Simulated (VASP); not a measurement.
Wanted: the native input for a VASP 6.6.1 run.

- Task: single point
- Functional: PBE
- Potentials or basis: VASP PAW PBE potentials, release 64 (Cd, Te, O)
- Cutoff: 520 eV
- k mesh: 6 × 6 × 4
- Occupations: gaussian, width 0.1 eV
- Spin: no spin polarisation
- Dipole correction: no
- Further INCAR settings: ALGO = Normal; EDIFF = 1e-07; NBANDS = 33

The structure of Cd2TeO3 lies in POSCAR:

```
Cd2TeO3
1.0
    5.6695373692      0.0000000000      0.0000000000
   -2.8347686846      4.9099633894      0.0000000000
    0.0000000000      0.0000000000      3.2630653112
Cd Te O
2 1 3
Direct
    0.3333333333      0.6666666667      0.5000000000
    0.6666666667      0.3333333333      0.5000000000
    0.0000000000      0.0000000000      0.0000000000
    0.5000000000      0.0000000000      0.0000000000
    0.0000000000      0.5000000000      0.0000000000
    0.5000000000      0.5000000000      0.0000000000
```

The cell was generated, and may not be a known phase.

One way to write it, as run:

INCAR

```
PREC = Accurate
ENCUT = 520
EDIFF = 1E-7
ISMEAR = 0
SIGMA = 0.1
LREAL = F
LASPH = T
NELM = 80
ALGO = Normal
ISIF = 2
LWAVE = F
LCHARG = T
GGA = PE
LELF = T
LVHAR = T
NBANDS = 33
```

KPOINTS

```
Automatic mesh
0
Gamma
  6 6 4
```

Potentials or basis: VASP PAW PBE potentials, release 64 (Cd, Te, O).

Command:

```console
$ cat potpaw_PBE.64/Cd/POTCAR potpaw_PBE.64/Te/POTCAR potpaw_PBE.64/O/POTCAR > POTCAR
$ mpirun -np 1 vasp_std > vasp.out
```

Results of the run:

The pressure is 1.0 GPa. The band gap on the k mesh is zero (bands 24 and 25 overlap by 1.87 eV).

Caveat: the k points lie up to 0.48 Å⁻¹ apart, too coarse for converged energies and pressures of a metal; spin-orbit coupling is left out, which moves the levels of the heavy elements.

Run time: 2.1 min on 1 thread of AMD EPYC 7R13, with other jobs on the host, peak memory 0.2 GiB.
